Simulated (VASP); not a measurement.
A run of VASP 6.6.1:

Contents of POSCAR:

```
LiH
1.0
    0.0000000000      2.0299608333      2.0503965280
    2.0299608333      0.0000000000      2.0503965280
    2.0299608333      2.0299608333      0.0000000000
Li H
1 1
Direct
    0.0000000000      0.0000000000      0.0000000000
    0.5000000000      0.5000000000      0.5000000000
```

Contents of INCAR.step1:

```
ALGO     = Normal         # electronic algorithm
EDIFF    = 1E-4           # SCF threshold, eV
ENCUT    = 520            # plane-wave cutoff, eV
GGA      = PE             # functional
ISMEAR   = 0              # smearing method
LASPH    = T              # aspherical terms in the spheres
LCHARG   = F              # write CHGCAR
LREAL    = F              # projectors in reciprocal space
LWAVE    = T              # write WAVECAR
NBANDS   = 9              # bands
NELM     = 100            # most SCF steps
PREC     = Accurate       # precision mode
SIGMA    = 0.05           # smearing width, eV
```

File INCAR.step2:

```
ALGO     = Normal         # electronic algorithm
EDIFF    = 1E-6           # SCF threshold, eV
ENCUT    = 520            # plane-wave cutoff, eV
ISIF     = 2              # what is computed and relaxed
ISMEAR   = 0              # smearing method
ISTART   = 1            
LASPH    = T              # aspherical terms in the spheres
LCHARG   = F              # write CHGCAR
LMIXTAU  = T            
LREAL    = F              # projectors in reciprocal space
LWAVE    = F              # write WAVECAR
METAGGA  = R2SCAN         # meta-GGA
NBANDS   = 9              # bands
NELM     = 100            # most SCF steps
PREC     = Accurate       # precision mode
SIGMA    = 0.05           # smearing width, eV
```

The input KPOINTS:

```
k-points
0
Gamma
  8 8 8
```

Potentials or basis: VASP PAW PBE potentials, release 64 (Li_sv, H).

Command:

```bash
$ cat potpaw_PBE.64/Li_sv/POTCAR potpaw_PBE.64/H/POTCAR > POTCAR
$ cp INCAR.step1 INCAR
$ mpirun -np 1 vasp_std > vasp.out
$ cp INCAR.step2 INCAR
$ mpirun -np 1 vasp_std > vasp.out
```

Hardware: 1 thread of AMD EPYC 9R45 96-Core Processor (Zen 5), with other jobs on the host.

Problem. Estimate the wall time of this run.

Solution. Run time: 26 s on 1 thread of AMD EPYC 9R45 96-Core Processor (Zen 5), with other jobs on the host, peak memory 0.11 GiB. Counts: k points 59.
